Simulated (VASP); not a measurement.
A run of VASP 6.6.1 is set up as follows.

The input INCAR:

```
PREC     = Accurate       # precision mode
ENCUT    = 520            # plane-wave cutoff, eV
EDIFF    = 1E-6           # SCF threshold, eV
ISMEAR   = -1             # smearing method
SIGMA    = 0.02           # smearing width, eV
LREAL    = Auto         
LASPH    = True           # aspherical terms in the spheres
NELM     = 150            # most SCF steps
ALGO     = Normal         # electronic algorithm
ISIF     = 2              # what is computed and relaxed
LWAVE    = False          # write WAVECAR
LCHARG   = False          # write CHGCAR
ISPIN    = 2              # spin polarisation
MAGMOM   = 0 0 0 0 0 0 0 0 0 0 0 0 0 0 0 0 0 0 0 0 0 0 0 0 0 0 0 0 0 0 0 0 1 # initial moments
LORBIT   = 11             # projections on sites
GGA      = PE             # functional
IVDW     = 12             # dispersion correction
NBANDS   = 76             # bands
```

File KPOINTS:

```
Automatic mesh
0
Gamma
  2 2 1
```

File POSCAR:

```
H12C20Cl
1.0
    5.0487420000      0.0000000000      0.0000000000
    0.0000000000      5.0487420000      0.0000000000
    0.0000000000      0.0000000000     16.1355610000
H C Cl
12 20 1
Direct
    0.4277868800      0.0000000000      0.0619749100
    0.0722131600      0.0000000000      0.0619749100
    0.9277869200      0.0000000000      0.0619749100
    0.5722132000      0.0000000000      0.0619749100
    0.4277868800      0.5000000400      0.0619749100
    0.0722131600      0.5000000400      0.0619749100
    0.9277869200      0.5000000400      0.0619749100
    0.5722132000      0.5000000400      0.0619749100
    0.7536062628      0.0032314928      0.3818407663
    0.2462912885      0.4965641068      0.3818555168
    0.7536525128      0.4965986917      0.3818415577
    0.2463652445      1.0032263665      0.3818530432
    0.2500000200      0.0000000000      0.1013103900
    0.7500000600      0.0000000000      0.1013103900
    0.2500000200      0.5000000400      0.1013103900
    0.7500000600      0.5000000400      0.1013103900
    0.2500000200      0.2500000200      0.1566230000
    0.7500000600      0.2500000200      0.1566230000
    0.2500000200      0.7500000600      0.1566230000
    0.7500000600      0.7500000600      0.1566230000
    0.0000097882      0.2499618234      0.2079914948
    0.4999810908      0.2499583928      0.2080526763
    0.0000055808      0.7499548509      0.2182566155
    0.4999868348      0.7499551779      0.2182800401
   -0.0000039917      0.0174713363      0.2683449496
    0.4999919305      0.0173639972      0.2684582387
   -0.0000123880      0.4824121594      0.2683444853
    0.4999854420      0.4825147500      0.2684553116
    0.2500276889      0.0896298908      0.3194230500
    0.7499596089      0.0896564726      0.3194098585
    0.2500385691      0.4102097469      0.3194121497
    0.7499281000      0.4102027673      0.3193995006
   -0.0019465979      0.7446708752      0.4944475277
```

Potentials or basis: VASP PAW PBE potentials, release 64 (H, C, Cl).

Launch:

```bash
$ cat potpaw_PBE.64/H/POTCAR potpaw_PBE.64/C/POTCAR potpaw_PBE.64/Cl/POTCAR > POTCAR
$ mpirun -np 1 vasp_std > vasp.out
```

(1) Estimate the site moments.

(2) Estimate the net moment.

(3) What does it give for the dispersion energy per atom?

Answers

(1) H +0.00, -0.00 (each value once); C +0.00, -0.00 (each value once); Cl -0.29 μB.

(2) -0.42 μB per cell.

(3) -0.106 eV.

Caveat: the k points lie up to 0.62 Å⁻¹ apart.
